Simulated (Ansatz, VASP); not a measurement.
# PbF2 in VASP and in Ansatz

```
Pb F
1.0
     5.89162    0.00000    0.00000
     0.00000    2.94582    2.94582
     0.00000   -2.94582    2.94582
Pb F
2 4
Direct
  0.50000 0.96991 0.96991
  0.00000 0.46991 0.46991
  0.75001 0.96992 0.46992
  0.24999 0.46992 0.96992
  0.74999 0.46992 0.96992
  0.25001 0.96992 0.46992
```

Alike in both runs: task single point; functional PBE; k mesh 4 × 6 × 6; no spin polarisation.

|  | VASP | Ansatz |
| --- | --- | --- |
| version | VASP 6.6.1 | Ansatz 0.2.0 |
| potentials or method | VASP PAW PBE potentials, release 64 (Pb_d, F) | plane waves, PAW |
| plane-wave cutoff (eV) | 520 | 420 |
| occupations | gaussian, width 0.01 eV | fixed |
| valence electrons in the cell | 56 | 56 |

```tsv
	VASP	Ansatz	Ansatz less VASP
gap on the k mesh at the Fermi level (eV)	4.41	4.41	+0.003
pressure (GPa)	4.0	4.2	+0.22
```

Ansatz's warnings: near symmetry operation missed by atoms, structure snapped to symmetry, symmetry narrowed to a group.

Neither program's run includes spin-orbit coupling.
